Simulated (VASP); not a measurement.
# ZnS (P3m1) in VASP: electric field gradients with PBE

Aim: the electric field gradients of ZnS with PBE.

Program: VASP 6.6.1. These are calculated values, not measurements. Logs are shortened: lines on timing, memory, paths and dates and some standing lists are left out, and cuts for length are marked.

## Step 1: The cell of the first run

Symmetry: P3m1, No. 156, trigonal system. Conventional cell: a = 3.805 Å, b = 3.805 Å, c = 24.168 Å, α = 90.00°, β = 90.00°, γ = 120.00°. Within 3.0 Å of Zn (site symmetry 3m) lie 4 S at 2.26 to 2.32 Å. Zn (site symmetry 3m) has 4 S at 2.26 to 2.32 Å within 3.0 Å. Within 3.0 Å of Zn (site symmetry 3m) lie 4 S at 2.26 to 2.32 Å. Zn (site symmetry 3m) has 4 S at 2.26 to 2.32 Å within 3.0 Å. Zn (site symmetry 3m) has 4 S at 2.26 to 2.32 Å within 3.0 Å. Within 3.0 Å of Zn (site symmetry 3m) lie 4 S at 2.26 to 2.32 Å. Within 3.0 Å of Zn (site symmetry 3m) lie 4 S at 2.26 to 2.32 Å. Zn (site symmetry 3m) has 4 S at 2.26 to 2.32 Å within 3.0 Å.

## Step 2: Electric field gradients, PBE (z stretched by -3 %)

File INCAR:

```
SYSTEM = ZnS
PREC     = Accurate       ! precision mode
ENCUT    = 520            ! plane-wave cutoff, eV
EDIFF    = 1E-8           ! SCF threshold, eV
ISMEAR   = -1             ! smearing method
SIGMA    = 0.02           ! smearing width, eV
LREAL    = Auto         
LASPH    = .True.         ! aspherical terms in the spheres
NELM     = 100            ! most SCF steps
ALGO     = Normal         ! electronic algorithm
ISIF     = 2              ! what is computed and relaxed
LWAVE    = .False.        ! write WAVECAR
LCHARG   = .False.        ! write CHGCAR
GGA      = PE             ! functional
LEFG     = .True.       
NBANDS   = 86             ! bands
```

File KPOINTS:

```
Automatic mesh
0
Gamma
  8 8 2
  0 0 0
```

File POSCAR:

```
ZnS
1.0
    3.8050880673      0.0000000000      0.0000000000
   -1.9025440336      3.2953029299      0.0000000000
    0.0000000000      0.0000000000     24.1684564650
Zn S
8 8
Direct
    0.3333333333      0.6666666667      0.1251184100
    0.0000000000      0.0000000000      0.0001589700
    0.6666666667      0.3333333333      0.6250474700
    0.6666666667      0.3333333333      0.8751387000
    0.0000000000      0.0000000000      0.7500222700
    0.3333333333      0.6666666667      0.5000781600
    0.0000000000      0.0000000000      0.3750879400
    0.6666666667      0.3333333333      0.2501284900
    0.6666666667      0.3333333333      0.3437219900
    0.6666666667      0.3333333333      0.7185811600
    0.3333333333      0.6666666667      0.2187340500
    0.0000000000      0.0000000000      0.8436723900
    0.6666666667      0.3333333333      0.9688127500
    0.0000000000      0.0000000000      0.0937260600
    0.3333333333      0.6666666667      0.5936859800
    0.0000000000      0.0000000000      0.4686862100
```

Potentials or basis: VASP PAW PBE potentials, release 64 (Zn, S).

Command:

```sh
$ cat potpaw_PBE.64/Zn/POTCAR potpaw_PBE.64/S/POTCAR > POTCAR
$ mpirun -np 1 vasp_std > vasp.out
```

OUTCAR:

```text
SYSTEM = ZnS
   PREC = Accurate
   ENCUT = 520
   EDIFF = 1E-8
   ISMEAR = -1
   LREAL = Auto
   LASPH = .True.
   NELM = 100
   ISIF = 2
   GGA = PE

 ion  position               nearest neighbor table
   1  0.333  0.667  0.125-  11 2.26  14 2.32  14 2.32  14 2.32
   2  0.000  0.000  0.000-  14 2.26  13 2.32  13 2.32  13 2.32
   3  0.667  0.333  0.625-  10 2.26  15 2.32  15 2.32  15 2.32
   4  0.667  0.333  0.875-  13 2.26  12 2.32  12 2.32  12 2.32
   5  0.000  0.000  0.750-  12 2.26  10 2.32  10 2.32  10 2.32
   6  0.333  0.667  0.500-  15 2.26  16 2.32  16 2.32  16 2.32
[... 8 lines left out ...]
  15  0.333  0.667  0.594-   6 2.26   3 2.32   3 2.32   3 2.32
  16  0.000  0.000  0.469-   7 2.26   6 2.32   6 2.32   6 2.32

  LATTYP: Found a hexagonal cell.
 ALAT       =     3.8050880673
 C/A-ratio  =     6.3516155310

  Lattice vectors:

 A1 = (   3.8050880673,   0.0000000000,   0.0000000000)
 A2 = (  -1.9025440336,   3.2953029299,   0.0000000000)
 A3 = (   0.0000000000,   0.0000000000,  24.1684564650)

Analysis of symmetry for initial positions (statically):
=====================================================================
 Subroutine PRICEL returns:
 Original cell was already a primitive cell.

 Routine SETGRP: Setting up the symmetry group for a
 hexagonal supercell.

 Subroutine GETGRP returns: Found  6 space group operations
 (whereof  6 operations were pure point group operations)
 out of a pool of 24 trial point group operations.

The static configuration has the point symmetry C_3v.

Analysis of symmetry for dynamics (positions and initial velocities):
=====================================================================
 Subroutine PRICEL returns:
 Original cell was already a primitive cell.

 Routine SETGRP: Setting up the symmetry group for a
 hexagonal supercell.

 Subroutine GETGRP returns: Found  6 space group operations
 (whereof  6 operations were pure point group operations)
 out of a pool of 24 trial point group operations.

The dynamic configuration has the point symmetry C_3v.

[... 182 lines left out ...]
      6     -10.0564      2.00000
[... 1729 lines left out ...]
     83       8.4444      0.00000
     84       8.5341      0.00000
 [bands above 84 left out]

------------------------ aborting loop because EDIFF is reached ----------------------------------------

  FORCE on cell =-STRESS in cart. coord.  units (eV):
  Direction    XX          YY          ZZ          XY          YZ          ZX
  --------------------------------------------------------------------------------------
  -------------------------------------------------------------------------------------
  Total        6.8659023      6.8659023     16.5244398      0.0000000      0.0000000     -0.0000000
  in kB       36.2993818     36.2993818     87.3631642      0.0000000      0.0000000     -0.0000000
  external PRESSURE =      53.3206426 kB  Pullay stress =       0.0000000 kB

 VOLUME and BASIS-vectors are now :
 -----------------------------------------------------------------------------
  energy-cutoff  :      520.00
  volume of cell :      303.05
      direct lattice vectors                 reciprocal lattice vectors
     3.805088067  0.000000000  0.000000000     0.262806007  0.151731119  0.000000000
    -1.902544034  3.295302930  0.000000000     0.000000000  0.303462237  0.000000000
     0.000000000  0.000000000 24.168456465     0.000000000  0.000000000  0.041376246

 POSITION                                       TOTAL-FORCE (eV/Angst)
 -----------------------------------------------------------------------------------
     -0.00000      2.19687      3.02392         0.000000     -0.000000     -0.289277
      0.00000      0.00000      0.00384        -0.000000     -0.000000     -0.280028
      1.90254      1.09843     15.10643        -0.000000      0.000000     -0.303656
      1.90254      1.09843     21.15075        -0.000000      0.000000     -0.275424
      0.00000      0.00000     18.12688        -0.000000      0.000000     -0.295480
     -0.00000      2.19687     12.08612         0.000000     -0.000000     -0.291928
[... 8 lines left out ...]
     -0.00000      2.19687     14.34847        -0.000000      0.000000      0.286133
      0.00000      0.00000     11.32742        -0.000000     -0.000000      0.291498
 -----------------------------------------------------------------------------------
    total drift:                               -0.000003     -0.000005     -0.003552

  FREE ENERGIE OF THE ION-ELECTRON SYSTEM (eV)
  ---------------------------------------------------
  free  energy   TOTEN  =       -54.4045325505 eV

  energy  without entropy=      -54.4045325505  energy(sigma->0) =      -54.40453255

 Electric field gradients (V/A^2)
---------------------------------------------------------------------
 ion       V_xx      V_yy      V_zz      V_xy      V_xz      V_yz
---------------------------------------------------------------------
   1       6.764     6.771   -13.535     0.006    -0.000     0.000
   2       6.555     6.556   -13.110     0.000     0.000    -0.000
   3       6.873     6.880   -13.753     0.006    -0.000     0.000
   4       7.176     7.183   -14.359     0.006     0.000    -0.000
   5       7.403     7.404   -14.807     0.000     0.000    -0.000
   6       6.789     6.795   -13.584     0.006    -0.000     0.000
[... 8 lines left out ...]
  15       3.049     3.048    -6.097    -0.000    -0.000     0.000
  16       3.041     3.042    -6.083     0.000    -0.000     0.000
---------------------------------------------------------------------

 Electric field gradients after diagonalization (V/A^2)
 (convention: |V_zz| > |V_xx| > |V_yy|)
----------------------------------------------------------------------
 ion       V_xx      V_yy      V_zz     asymmetry (V_yy - V_xx)/ V_zz
----------------------------------------------------------------------
   1       6.774     6.761   -13.535       0.001
   2       6.556     6.555   -13.110       0.000
   3       6.883     6.870   -13.753       0.001
   4       7.186     7.173   -14.359       0.001
   5       7.404     7.403   -14.807       0.000
   6       6.799     6.786   -13.584       0.001
[... 8 lines left out ...]
  15       3.049     3.048    -6.097       0.000
  16       3.042     3.041    -6.083       0.000
----------------------------------------------------------------------

           NMR quadrupolar parameters

 Cq : quadrupolar parameter    Cq=e*Q*V_zz/h
 eta: asymmetry parameters     (V_yy - V_xx)/ V_zz
 Q  : nuclear electric quadrupole moment in mb (millibarn)
----------------------------------------------------------------------
 ion       Cq(MHz)       eta       Q (mb)
----------------------------------------------------------------------
   1      -0.033       0.001       1.000
   2      -0.032       0.000       1.000
   3      -0.033       0.001       1.000
   4      -0.035       0.001       1.000
   5      -0.036       0.000       1.000
   6      -0.033       0.001       1.000
[... 8 lines left out ...]
  15      -0.015       0.000       1.000
  16      -0.015       0.000       1.000
----------------------------------------------------------------------
```

Wall time 24 min (1 thread of Intel Xeon Platinum 8488C (Sapphire Rapids), shared host); peak memory 0.55 GiB.

Results:

```yaml
Free_energy: -54.4045 eV
Pressure: 5.3 GPa
Largest_force: 0.304 eV/Å
Band_gap_on_the_k_mesh: 2.27 eV, direct
```

Forces on the atoms (eV/Å):
```
Zn   0.000  0.000 -0.289
Zn   0.000  0.000 -0.280
Zn   0.000  0.000 -0.304
Zn   0.000  0.000 -0.275
Zn   0.000  0.000 -0.295
Zn   0.000  0.000 -0.292
Zn   0.000  0.000 -0.291
Zn   0.000  0.000 -0.296
S    0.000  0.000  0.291
S    0.000  0.000  0.276
S    0.000  0.000  0.287
S    0.000  0.000  0.289
S    0.000  0.000  0.298
S    0.000  0.000  0.303
S    0.000  0.000  0.286
S    0.000  0.000  0.291
```

Electric field gradients, principal values (V/Å²):
```
atom  least  middle  greatest (by size)
1 Zn  6.761   6.774             -13.535
2 Zn  6.555   6.556             -13.110
3 Zn  6.870   6.883             -13.753
4 Zn  7.173   7.186             -14.359
5 Zn  7.403   7.404             -14.807
6 Zn  6.786   6.799             -13.584
7 Zn  6.782   6.783             -13.566
8 Zn  6.817   6.830             -13.647
 9 S  3.068   3.069              -6.136
10 S  2.910   2.911              -5.822
11 S  3.018   3.019              -6.036
12 S  1.826   1.827              -3.653
13 S  2.059   2.060              -4.119
14 S  3.039   3.040              -6.079
15 S  3.048   3.049              -6.097
16 S  3.041   3.042              -6.083
```

Caveat: the cell differs from its parent crystal (z stretched by -3 %); without QUAD_EFG the Cq values of the log hold for a quadrupole moment of 1 mb, not for the nuclei. A k mesh can miss the band edges.
